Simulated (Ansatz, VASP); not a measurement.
CsGeF3: VASP beside Ansatz

File INCAR:

```
SYSTEM = CsGeF3
PREC = Accurate
ENCUT = 520
EDIFF = 1E-7
ISMEAR = -1
SIGMA = 0.02
LREAL = .FALSE.
LASPH = .TRUE.
NELM = 60
ALGO = Normal
ISIF = 2
LWAVE = .FALSE.
LCHARG = .FALSE.
GGA = PE
NBANDS = 30
```

Contents of KPOINTS:

```
regular mesh
0
G
  6 6 6
  0 0 0
```

File POSCAR:

```
CsGeF3
1.0
    4.4515546491      0.0000000000      0.0000000000
    0.0000000000      4.4515546491      0.0000000000
    0.0000000000      0.0000000000      4.5348162720
Cs Ge F
1 1 3
Direct
    0.0000000000      0.0000000000      0.0000000000
    0.5000000000      0.5000000000      0.5000000000
    0.5000000000      0.5000000000      0.0000000000
    0.5000000000      0.0000000000      0.5000000000
    0.0000000000      0.5000000000      0.5000000000
```

Input for Ansatz:

```yaml
crystal:
  lattice:
    - [4.4515546491, 0.0, 0.0]
    - [0.0, 4.4515546491, 0.0]
    - [0.0, 0.0, 4.534816272]
  atoms:
    - { symbol: Cs, position: [0.0, 0.0, 0.0] }
    - { symbol: Ge, position: [0.5, 0.5, 0.5] }
    - { symbol: F, position: [0.5, 0.5, 0.0] }
    - { symbol: F, position: [0.5, 0.0, 0.5] }
    - { symbol: F, position: [0.0, 0.5, 0.5] }
kpoints:
  mp_grid: { grid: [6, 6, 6] }
  band_path:
    path: [[0.0, 0.0, 0.0], [0.0, 0.5, 0.0], [0.5, 0.5, 0.0], [0.5, 0.5, 0.5]]
    npoints: 1
hamiltonian:
  xc: pbe
scf:
  occupations: { method: fermi_dirac, width: 0.02 }
  n_extra_bands: 5
output:
  forces: true
  stress: true
  eigenvalues: true
```

Change from the starting cell: epitaxial_xy strain -1.0%.

Alike in both runs: task single point; functional PBE; k mesh 6 × 6 × 6; occupations fermi-dirac, width 0.02 eV; no spin polarisation.

```csv
,VASP,Ansatz
version,VASP 6.6.1,Ansatz 0.2.0
potentials or method,"VASP PAW PBE potentials, release 64 (Cs_sv, Ge_d, F)","plane waves, PAW"
plane-wave cutoff (eV),520,420
valence electrons in the cell,44,44
```

```csv
,VASP,Ansatz,Ansatz less VASP
gap on the k mesh at the Fermi level (eV),1.70,1.71,+0.014
pressure (GPa),3.0,3.1,+0.08
"traceless stress, the component that is largest in VASP (GPa)",-0.76,-0.74,+0.018
```

The functional is the same, so the differences come from potentials, cutoffs and numerics.

Spin-orbit coupling is off throughout.
